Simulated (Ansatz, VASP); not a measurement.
## Ta2N: VASP beside Ansatz

```xyz
6
Lattice="5.1583 0.0000 0.0000 0.0000 5.1583 0.0000 0.0000 0.0000 3.0475" Properties=species:S:1:pos:R:3 pbc="T T T"
Ta    1.4672    1.4672    0.0000
Ta    1.1120    4.0463    1.5238
Ta    3.6912    3.6912    0.0000
Ta    4.0463    1.1120    1.5238
N     0.0000    0.0000    0.0000
N     2.5792    2.5792    1.5238
```

Alike in both runs: functional r2SCAN; k mesh 8 × 8 × 12; occupations gaussian, width 0.1 eV; no spin polarisation.

Ansatz relaxed the structure, and its values are those at the end. VASP's run is a single point on that final structure, the one shown.

|  | VASP | Ansatz |
| --- | --- | --- |
| version | VASP 6.6.1 | Ansatz 0.2.0 |
| potentials or method | VASP PAW PBE potentials, release 64 (Ta_pv, N), cutoff 520 eV | scalar-relativistic, plane waves, PAW |
| valence electrons in the cell | 54 | 62 |

Ansatz gave:

- gap on the k mesh at the Fermi level (eV): none
- pressure (GPa): 0.0
- rms of the force components (eV/Å): 0.001

Which values does VASP return?

gap on the k mesh at the Fermi level (eV): none; pressure (GPa): 1.2; rms of the force components (eV/Å): 0.005.

VASP's potentials were made for PBE, not for r2SCAN. A gap of «none» marks a metal or a gap that the smearing closes. VASP's potentials hold 54 valence electrons a cell and Ansatz's 62, so a difference there can come from the potentials and not from the codes.

Neither program's run includes spin-orbit coupling.
